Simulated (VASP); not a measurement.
# MgS (hb.eB) (F-43m) in VASP: further runs

The runs below take MgS (hb.eB) through single point, with PBEsol.

Program: VASP 6.6.1. These are calculated values, not measurements. Logs are shortened: lines on timing, memory, paths and dates and some standing lists are left out, and cuts for length are marked.

## Step 1: The cell of the first run

The structure is cubic, space group F-43m (No. 216). The conventional cell has a = 5.652 Å, b = 5.652 Å, c = 5.652 Å, α = 90.00°, β = 90.00°, γ = 90.00°. Mg (site symmetry -43m) has 4 S at 2.45 Å within 3.2 Å. S (site symmetry -43m) has 4 Mg at 2.45 Å within 3.2 Å.

## Step 2: Single point, PBEsol

INCAR reads:

```
SYSTEM = MgS
ALGO     = Normal         ! electronic algorithm
EDIFF    = 1E-6           ! SCF threshold, eV
ENCUT    = 600            ! plane-wave cutoff, eV
GGA      = PS             ! functional
GGA_COMPAT= .FALSE.      
ISIF     = 2              ! what is computed and relaxed
ISMEAR   = 0              ! smearing method
LASPH    = .TRUE.         ! aspherical terms in the spheres
LCHARG   = .FALSE.        ! write CHGCAR
LREAL    = .FALSE.        ! projectors in reciprocal space
LWAVE    = .FALSE.        ! write WAVECAR
NBANDS   = 16             ! bands
NELM     = 120            ! most SCF steps
PREC     = Accurate       ! precision mode
SIGMA    = 0.1            ! smearing width, eV
```

KPOINTS reads:

```
k-points
0
G
  4 4 4
  0 0 0
```

POSCAR reads:

```
MgS
1.0
    3.9962471494      0.0000000000      0.0000000000
    0.0000000000      5.6515469732      0.0000000000
    0.0000000000      0.0000000000      3.9962472074
Mg S
2 2
Direct
    0.0000000000      0.0000000000      0.0000000000
    0.5000000000      0.5000000000      0.4999970000
    0.5000000000      0.2500000000      0.0000000000
    0.0000000000      0.7500000000      0.4999970000
```

Potentials or basis: VASP PAW PBE potentials, release 64 (Mg, S).

On the command line:

```sh
$ cat potpaw_PBE.64/Mg/POTCAR potpaw_PBE.64/S/POTCAR > POTCAR
$ mpirun -np 1 vasp_std > vasp.out
```

OUTCAR:

```text
SYSTEM = MgS
   EDIFF = 1E-6
   ENCUT = 600
   GGA = PS
   ISIF = 2
   ISMEAR = 0
   LASPH = .TRUE.
   LREAL = .FALSE.
   NELM = 120
   PREC = Accurate

 ion  position               nearest neighbor table
   1  0.000  0.000  0.000-   4 2.45   3 2.45   3 2.45   4 2.45
   2  0.500  0.500  0.500-   3 2.45   4 2.45   4 2.45   3 2.45
   3  0.500  0.250  0.000-   2 2.45   1 2.45   1 2.45   2 2.45
   4  0.000  0.750  0.500-   1 2.45   2 2.45   2 2.45   1 2.45

  LATTYP: Found a simple tetragonal cell.
 ALAT       =     3.9962471494
 C/A-ratio  =     1.4142135764

  Lattice vectors:

 A1 = (  -3.9962471494,   0.0000000000,   0.0000000000)
 A2 = (   0.0000000000,   0.0000000000,   3.9962472074)
 A3 = (   0.0000000000,   5.6515469732,   0.0000000000)

Analysis of symmetry for initial positions (statically):
=====================================================================
 Subroutine PRICEL returns following result:

  LATTYP: Found a face centered cubic cell.
 ALAT       =     5.6515554431

  Lattice vectors:

 A1 = (  -1.9981235747,   2.8257734866,   1.9981355924)
 A2 = (  -0.0000000000,   0.0000000000,   3.9962472074)
 A3 = (   1.9981235747,   2.8257734866,   1.9981116150)

   2 primitive cells build up your supercell.

 Routine SETGRP: Setting up the symmetry group for a
 simple tetragonal supercell.

 Subroutine GETGRP returns: Found  8 space group operations
 (whereof  8 operations were pure point group operations)
 out of a pool of 16 trial point group operations.

The static configuration has the point symmetry D_2d.

Analysis of symmetry for dynamics (positions and initial velocities):
=====================================================================
 Subroutine PRICEL returns following result:

  LATTYP: Found a face centered cubic cell.
 ALAT       =     5.6515554431

  Lattice vectors:

 A1 = (  -1.9981235747,   2.8257734866,   1.9981355924)
 A2 = (  -0.0000000000,   0.0000000000,   3.9962472074)
 A3 = (   1.9981235747,   2.8257734866,   1.9981116150)

   2 primitive cells build up your supercell.

 Routine SETGRP: Setting up the symmetry group for a
 simple tetragonal supercell.

 Subroutine GETGRP returns: Found  8 space group operations
 (whereof  8 operations were pure point group operations)
 out of a pool of 16 trial point group operations.

The dynamic configuration has the point symmetry D_2d.

 Subroutine INISYM returns: Found  8 space group operations
 (whereof  8 operations are pure point group operations),
 and found     2 'primitive' translations

----------------------------------------------------------------------------------------

                                     Primitive cell

  volume of cell :      45.1276

  direct lattice vectors                    reciprocal lattice vectors
    -1.998123575  2.825773487  1.998135592    -0.250234773  0.176942703 -0.000000000
    -0.000000000  0.000000000  3.996247207     0.000001501 -0.176942703  0.250234770
     1.998123575  2.825773487  1.998111615     0.250234773  0.176942703  0.000000000

  length of vectors
     3.996253178  3.996247207  3.996241189     0.306473754  0.306473751  0.306473754

  position of ions in fractional coordinates (direct lattice)
     0.000000000  0.000000000  0.000000000
     0.750000000  0.749997000  0.750000000

  ion indices of the primitive-cell ions
   primitive index   ion index
                 1           1
                 2           4

----------------------------------------------------------------------------------------

 KPOINTS: k-points

Automatic generation of k-mesh.
 Grid dimensions read from file:
 generate k-points for:    4    4    4

 Generating k-lattice:

  Cartesian coordinates                     Fractional coordinates (reciprocal lattice)
     0.062558693  0.000000000  0.000000000     0.250000000  0.000000000  0.000000000
     0.000000000  0.044235676  0.000000000     0.000000000  0.250000000  0.000000000
     0.000000000  0.000000000  0.062558692     0.000000000  0.000000000  0.250000000

  Length of vectors
     0.062558693  0.044235676  0.062558692

  Shift w.r.t. Gamma in fractional coordinates (k-lattice)
     0.000000000  0.000000000  0.000000000

 Subroutine IBZKPT returns following result:
 ===========================================

 Found     18 irreducible k-points:

 Following reciprocal coordinates:
            Coordinates               Weight
  0.000000  0.000000  0.000000      1.000000
  0.250000  0.000000  0.000000      4.000000
  0.500000  0.000000  0.000000      2.000000
  0.000000  0.250000  0.000000      2.000000
  0.250000  0.250000  0.000000      8.000000
  0.500000  0.250000  0.000000      4.000000
[... 10 lines left out ...]
  0.500000  0.250000  0.500000      2.000000
  0.500000  0.500000  0.500000      1.000000
   k-points           NKPTS =     18   k-points in BZ     NKDIM =     18   number of bands    NBANDS=     16
   number of dos      NEDOS =    301   number of ions     NIONS =      4
   total plane-waves  NPLWV =  49152
   dimension x,y,z NGX =    32 NGY =   48 NGZ =   32
   dimension x,y,z NGXF=    64 NGYF=   96 NGZF=   64
   ions per type =               2   2
   NGX,Y,Z   is equivalent  to a cutoff of  13.31, 14.12, 13.31 a.u.
   NGXF,Y,Z  is equivalent  to a cutoff of  26.62, 28.24, 26.62 a.u.
 SYSTEM =  MgS
   PREC   = accura    normal or accurate (medium, high low for compatibility)
   ISTART =      0    job   : 0-new  1-cont  2-samecut
   ICHARG =      2    charge: 1-file 2-atom 10-const
   ISPIN  =      1    spin polarized calculation?
   LNONCOLLINEAR =      F non collinear calculations
   LSORBIT =      F    spin-orbit coupling
   LASPH  =      T    aspherical Exc in radial PAW
   ENCUT  =  600.0 eV  44.10 Ry    6.64 a.u.   7.98 11.29  7.98*2*pi/ulx,y,z
   NELM   =    120;   NELMIN=  2; NELMDL= -5     # of ELM steps
   EDIFF  = 0.1E-05   stopping-criterion for ELM
   LREAL  =      F    real-space projection
   EDIFFG = 0.1E-04   stopping-criterion for IOM
   NSW    =      0    number of steps for IOM
   IBRION =     -1    ionic relax: 0-MD 1-quasi-New 2-CG
   NFREE  =      0    steps in history (QN), initial steepest desc. (CG)
   ISIF   =      2    stress and relaxation
   ISYM   =      2    0-nonsym 1-usesym 2-fastsym
   POTIM  = 0.5000    time-step for ionic-motion
[... 8 lines left out ...]
   IALGO  =     38    algorithm
   IMIX   =      4    mixing-type and parameters
     AMIX     =   0.40;   BMIX     =  1.00
     AMIX_MAG =   1.60;   BMIX_MAG =  1.00
  volume/ion in A,a.u.               =      22.56       152.27
  Fermi-wavevector in a.u.,A,eV,Ry     =   0.919653  1.737893 11.507294  0.845762
  Thomas-Fermi vector in A             =   2.044871
   LORBIT       =      0    0 simple, 1 ext, 2 COOP (PROOUT), +10 PAW based schemes
   GGA     = PS    functional components
   LHFCALC =     F    Hartree Fock is set to
   AEXX    =    0.0000 exact exchange contribution
   IVDW    =     0    specifies the selected vdW correction
   LEPSILON=     F    determine dielectric tensor
   LRPA    =     F    only Hartree local field effects (RPA)
 non-spin polarized calculation
 Gauss-broadening in eV      SIGMA  =   0.10
  energy-cutoff  :      600.00
  volume of cell :       90.26
 maximum number of plane-waves:      3080
 NGX is ok and might be reduce to    32
   NGX = 15   NGY = 23   NGZ = 15

 number of electron      16.0000001 magnetization

 Free energy of the ion-electron system (eV)
  ---------------------------------------------------
  ext. energy  EPLUGINS =         0.00000000
  ---------------------------------------------------
  free energy    TOTEN  =       -17.82543023 eV

  energy without entropy =      -17.82543023  energy(sigma->0) =      -17.82543023

 E-fermi :   1.4989     XC(G=0):  -8.5963

 val. band max:        1.0397525867   @ k =   0.0000   0.0000   0.0000
 cond. band min:       4.3604812230   @ k =   0.0000   0.0000   0.0000
 fundamental gap:      3.3207286363
 Fermi energy:         1.4989376688

 k-point     1 :       0.0000    0.0000    0.0000
  band No.  band energies     occupation
      1     -10.2475      2.00000
      2      -9.3188      2.00000
      3      -1.8296      2.00000
      4      -0.0163      2.00000
      5      -0.0163      2.00000
      6       1.0391      2.00000
[... 8 lines left out ...]
     15      11.8321      0.00000
     16      11.8323      0.00000

 k-point     2 :       0.2500    0.0000    0.0000
  band No.  band energies     occupation
      1     -10.0201      2.00000
      2      -9.3322      2.00000
      3      -1.4909      2.00000
      4      -0.8916      2.00000
      5      -0.2961      2.00000
      6       0.2087      2.00000
[... 8 lines left out ...]
     15      10.4297      0.00000
     16      10.5568      0.00000

 k-point     3 :       0.5000    0.0000    0.0000
  band No.  band energies     occupation
      1      -9.5645      2.00000
      2      -9.5645      2.00000
      3      -1.4410      2.00000
      4      -1.4410      2.00000
      5      -0.3930      2.00000
      6      -0.3930      2.00000
[... 8 lines left out ...]
     15       9.6794      0.00000
     16       9.6794      0.00000

 k-point     4 :       0.0000    0.2500    0.0000
  band No.  band energies     occupation
      1     -10.1280      2.00000
      2      -9.4747      2.00000
      3      -1.5392      2.00000
      4       0.1141      2.00000
      5       0.1141      2.00000
      6       0.3354      2.00000
[... 8 lines left out ...]
     15      10.3560      0.00000
     16      10.8865      0.00000

 k-point     5 :       0.2500    0.2500    0.0000
  band No.  band energies     occupation
      1      -9.9251      2.00000
      2      -9.4388      2.00000
      3      -1.6663      2.00000
      4      -0.8624      2.00000
      5      -0.3126      2.00000
      6       0.3128      2.00000
[... 8 lines left out ...]
     15       9.4774      0.00000
     16      10.2729      0.00000

 k-point     6 :       0.5000    0.2500    0.0000
  band No.  band energies     occupation
      1      -9.5549      2.00000
      2      -9.5549      2.00000
      3      -1.8891      2.00000
      4      -1.8891      2.00000
      5       0.2307      2.00000
      6       0.2307      2.00000
[... 8 lines left out ...]
     15       9.6865      0.00000
     16       9.6865      0.00000
[... 153 lines left out ...]
 k-point    15 :       0.5000    0.5000    0.2500
  band No.  band energies     occupation
      1      -9.4315      2.00000
      2      -9.4315      2.00000
      3      -1.8018      2.00000
      4      -1.8018      2.00000
      5      -0.2895      2.00000
      6      -0.2895      2.00000
[... 8 lines left out ...]
     15       9.8120      0.00000
     16       9.8120      0.00000

 k-point    16 :       0.5000    0.0000    0.5000
  band No.  band energies     occupation
      1      -9.3189      2.00000
      2      -9.3189      2.00000
      3      -1.8290      2.00000
      4      -1.8290      2.00000
      5      -0.0169      2.00000
      6      -0.0169      2.00000
[... 8 lines left out ...]
     15      13.2421      0.00000
     16      13.2427      0.00000

 k-point    17 :       0.5000    0.2500    0.5000
  band No.  band energies     occupation
      1      -9.3142      2.00000
      2      -9.3142      2.00000
      3      -1.6456      2.00000
      4      -1.6456      2.00000
      5      -0.3546      2.00000
      6      -0.3546      2.00000
[... 8 lines left out ...]
     15      11.1370      0.00000
     16      11.1370      0.00000

 k-point    18 :       0.5000    0.5000    0.5000
  band No.  band energies     occupation
      1      -9.3096      2.00000
      2      -9.3096      2.00000
      3      -1.2933      2.00000
      4      -1.2933      2.00000
      5      -0.8474      2.00000
      6      -0.8474      2.00000
[... 8 lines left out ...]
     15       9.4783      0.00000
     16       9.4783      0.00000

------------------------ aborting loop because EDIFF is reached ----------------------------------------

  FORCE on cell =-STRESS in cart. coord.  units (eV):
  Direction    XX          YY          ZZ          XY          YZ          ZX
  --------------------------------------------------------------------------------------
  -------------------------------------------------------------------------------------
  Total        0.0120162     -0.0709535      0.0120162      0.0000000      0.0000000      0.0000000
  in kB        0.2133075     -1.2595420      0.2133076      0.0000000      0.0000000      0.0000000
  external PRESSURE =      -0.2776423 kB  Pullay stress =       0.0000000 kB

 VOLUME and BASIS-vectors are now :
 -----------------------------------------------------------------------------
  energy-cutoff  :      600.00
  volume of cell :       90.26
      direct lattice vectors                 reciprocal lattice vectors
     3.996247149  0.000000000  0.000000000     0.250234773  0.000000000  0.000000000
     0.000000000  5.651546973  0.000000000     0.000000000  0.176942703  0.000000000
     0.000000000  0.000000000  3.996247207     0.000000000  0.000000000  0.250234770

 POSITION                                       TOTAL-FORCE (eV/Angst)
 -----------------------------------------------------------------------------------
      0.00000      0.00000      0.00000         0.000000     -0.000000     -0.000000
      1.99812      2.82577      1.99811         0.000000     -0.000000      0.000000
      1.99812      1.41289      0.00000        -0.000000      0.000000      0.000000
      0.00000      4.23866      1.99811         0.000000      0.000000     -0.000000
 -----------------------------------------------------------------------------------
    total drift:                                0.000000      0.000001      0.006770

  FREE ENERGIE OF THE ION-ELECTRON SYSTEM (eV)
  ---------------------------------------------------
  free  energy   TOTEN  =       -17.8254302320 eV

  energy  without entropy=      -17.8254302320  energy(sigma->0) =      -17.82543023
```

Run time: 20 s. Hardware: 1 thread of Intel Xeon 6975P-C, shared host; peak memory 0.22 GiB.

Results:

```
Free energy            : -17.8254 eV
Pressure               : 0.0 GPa
Band gap on the k mesh : 3.32 eV
```

Caveat: the PAW data sets were made with another functional, which shifts forces and pressure a little. A k mesh can miss the band edges.

## Step 3: Single point, PBEsol

INCAR reads:

```
PREC = Accurate
ENCUT = 600
EDIFF = 1E-6
ISMEAR = 0
SIGMA = 0.02
LREAL = False
LASPH = True
NELM = 120
ALGO = Normal
ISIF = 2
LWAVE = False
LCHARG = True
GGA = PS
LELF = True
LVHAR = True
NBANDS = 16
GGA_COMPAT = False
```

KPOINTS reads:

```
Automatic mesh
0
Gamma
  6 4 6
```

POSCAR reads:

```
MgS
1.0
    3.9962471784      0.0000000000      0.0000000000
    0.0000000000      5.6515469732      0.0000000000
    0.0000000000      0.0000000000      3.9962471784
Mg S
2 2
Direct
    0.0000000000      0.0000000000      0.0000000000
    0.5000000000      0.5000000000      0.5000000000
    0.5000000000      0.2500000000      0.0000000000
    0.0000000000      0.7500000000      0.5000000000
```

Potentials or basis: VASP PAW PBE potentials, release 64 (Mg, S).

On the command line:

```sh
$ cat potpaw_PBE.64/Mg/POTCAR potpaw_PBE.64/S/POTCAR > POTCAR
$ mpirun -np 1 vasp_std > vasp.out
```

Wall time 34 s (1 thread of Intel Xeon 6975P-C, shared host); peak memory 0.23 GiB.

Results (log left out):

```
Free energy            : -17.8358 eV
Pressure               : -0.1 GPa
Band gap on the k mesh : 3.32 eV
```

Levels at points of the mesh, in eV from the valence-band top:
| k point | band 6 | band 7 | band 8 | band 9 | band 10 | band 11 |
| --- | --- | --- | --- | --- | --- | --- |
| (0.00, 0.00, 0.00) | 0.00 | 0.00 | 0.00 | 3.32 | 3.71 | 5.55 |
| (0.50, 0.00, 0.00) | -1.43 | -0.35 | -0.35 | 6.28 | 6.28 | 6.71 |
| (0.00, 0.50, 0.00) | -0.58 | -0.58 | -0.58 | 5.03 | 5.03 | 6.45 |
| (0.50, 0.50, 0.00) | -0.33 | -0.33 | -0.33 | 5.01 | 5.01 | 7.55 |
| (0.50, 0.00, 0.50) | -1.06 | -1.06 | -1.06 | 3.71 | 3.71 | 5.55 |
| (0.50, 0.50, 0.50) | -1.89 | -1.37 | -1.37 | 5.39 | 5.39 | 7.92 |

Caveat: the PAW data sets were made with another functional, which shifts forces and pressure a little. A k mesh can miss the band edges.

## Step 4: Single point, PBEsol

INCAR reads:

```
SYSTEM = MgS
PREC     = Accurate       ! precision mode
ENCUT    = 600            ! plane-wave cutoff, eV
EDIFF    = 1E-6           ! SCF threshold, eV
ISMEAR   = 0              ! smearing method
SIGMA    = 0.02           ! smearing width, eV
LREAL    = .False.        ! projectors in reciprocal space
LASPH    = .True.         ! aspherical terms in the spheres
NELM     = 120            ! most SCF steps
ALGO     = Normal         ! electronic algorithm
ISIF     = 2              ! what is computed and relaxed
LWAVE    = .False.        ! write WAVECAR
LCHARG   = .False.        ! write CHGCAR
GGA      = PS             ! functional
NBANDS   = 16             ! bands
GGA_COMPAT= .False.
```

KPOINTS reads:

```
regular mesh
0
Gamma
  6 4 6
  0 0 0
```

POSCAR is that of step 3.

On the command line:

```sh
$ cat potpaw_PBE.64/Mg/POTCAR potpaw_PBE.64/S/POTCAR > POTCAR
$ mpirun -np 1 vasp_std > vasp.out
```

Wall time 32 s (1 thread of Intel Xeon 6975P-C, shared host); peak memory 0.23 GiB.

The run converged. Its results:

```
Free energy            : -17.8358 eV
Pressure               : -0.1 GPa
Band gap on the k mesh : 3.32 eV
```

Levels at points of the mesh, in eV from the valence-band top:
```tsv
k point	band 5	band 6	band 7	band 8	band 9	band 10	band 11	band 12
(0.00, 0.00, 0.00)	-1.06	0.00	0.00	0.00	3.32	3.71	5.55	7.89
(0.50, 0.00, 0.00)	-1.43	-1.43	-0.35	-0.35	6.28	6.28	6.71	6.71
(0.00, 0.50, 0.00)	-0.58	-0.58	-0.58	-0.58	5.03	5.03	6.45	6.45
(0.50, 0.50, 0.00)	-0.33	-0.33	-0.33	-0.33	5.01	5.01	7.55	7.55
(0.50, 0.00, 0.50)	-1.06	-1.06	-1.06	-1.06	3.71	3.71	5.55	5.55
(0.50, 0.50, 0.50)	-1.89	-1.89	-1.37	-1.37	5.39	5.39	7.92	7.92
```

Caveat: the PAW data sets were made with another functional, which shifts forces and pressure a little. A hybrid or GW would open this gap; PBEsol tends to underestimate it.

## Step 5: Single point, PBEsol

INCAR reads:

```
PREC = Accurate
ENCUT = 600
EDIFF = 1E-6
ISMEAR = 0
SIGMA = 0.02
LREAL = F
LASPH = T
NELM = 120
ALGO = Normal
ISIF = 2
LWAVE = F
LCHARG = T
GGA = PS
LELF = T
LVHAR = T
NBANDS = 16
GGA_COMPAT = F
```

KPOINTS reads:

```
regular mesh
0
Gamma
  6 4 6
```

POSCAR reads:

```
MgS
1.0
    3.9962471494      0.0000000000      0.0000000000
    0.0000000000      5.6515469732      0.0000000000
    0.0000000000      0.0000000000      3.9962472074
Mg S
2 2
Direct
    0.0000000000      0.0000000000      0.0000000000
    0.5000000000      0.5000000000      0.4999970000
    0.5000000000      0.2500000000      0.0000000000
    0.0000000000      0.7500000000      0.4999970000
```

On the command line:

```sh
$ cat potpaw_PBE.64/Mg/POTCAR potpaw_PBE.64/S/POTCAR > POTCAR
$ mpirun -np 1 vasp_std > vasp.out
```

Wall time 32 s (1 thread of Intel Xeon 6975P-C, shared host); peak memory 0.23 GiB.

Results (log left out):

* Free energy: -17.8358 eV
* Pressure: -0.1 GPa
* Band gap on the k mesh: 3.32 eV

Levels at points of the mesh, in eV from the valence-band top:
| k point | band 5 | band 6 | band 7 | band 8 | band 9 | band 10 | band 11 | band 12 |
| --- | --- | --- | --- | --- | --- | --- | --- | --- |
| (0.00, 0.00, 0.00) | -1.06 | 0.00 | 0.00 | 0.00 | 3.32 | 3.71 | 5.55 | 7.89 |
| (0.50, 0.00, 0.00) | -1.43 | -1.43 | -0.35 | -0.35 | 6.28 | 6.28 | 6.71 | 6.71 |
| (0.00, 0.50, 0.00) | -0.58 | -0.58 | -0.58 | -0.58 | 5.03 | 5.03 | 6.45 | 6.45 |
| (0.50, 0.50, 0.00) | -0.33 | -0.33 | -0.33 | -0.33 | 5.01 | 5.01 | 7.55 | 7.55 |
| (0.50, 0.00, 0.50) | -1.06 | -1.06 | -1.06 | -1.06 | 3.71 | 3.71 | 5.55 | 5.55 |
| (0.50, 0.50, 0.50) | -1.89 | -1.89 | -1.37 | -1.37 | 5.39 | 5.39 | 7.92 | 7.92 |

Caveat: the PAW data sets were made with another functional, which shifts forces and pressure a little. A k mesh can miss the band edges.
